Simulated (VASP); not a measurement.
Runs of VASP 6.6.1 on Zn4S. The structure is that of space group P4/mmm (No. 123), or close to it. The cells are those of the table. 

```tsv
task	cell	k mesh	cutoff (eV)	gap on the mesh (eV)	pressure (GPa)	largest force (eV/Å)
single point	a = 5.366, b = 5.366, c = 3.405 Å, 5 atoms	4 × 4 × 6	520	none	0.1	-
single point	a = 5.262, b = 5.262, c = 3.448 Å, 5 atoms	4 × 4 × 6	520	none	(a)	14.54
relaxation of cell and atoms	relaxed from a = 5.262, b = 5.262, c = 3.448 Å, 5 atoms	4 × 4 × 6	600	none	0.1	0.01
single point	a = 5.363, b = 5.363, c = 3.393 Å, 5 atoms	8 × 8 × 12	520	none	0.1	-
```

Alike in all rows: level PBE; potentials or basis VASP PAW PBE potentials, release 64 (Zn, S); no spin polarisation; smearing gaussian 0.1 eV.

**Question.** Fill in the values left out.

**Answer.** (a) 52.9.

Caveats: forces of over 1 eV/Å act on the atoms, so gaps and moduli don't describe the material at rest (some runs).

A gap of «none» marks levels without a gap at the run's occupations.
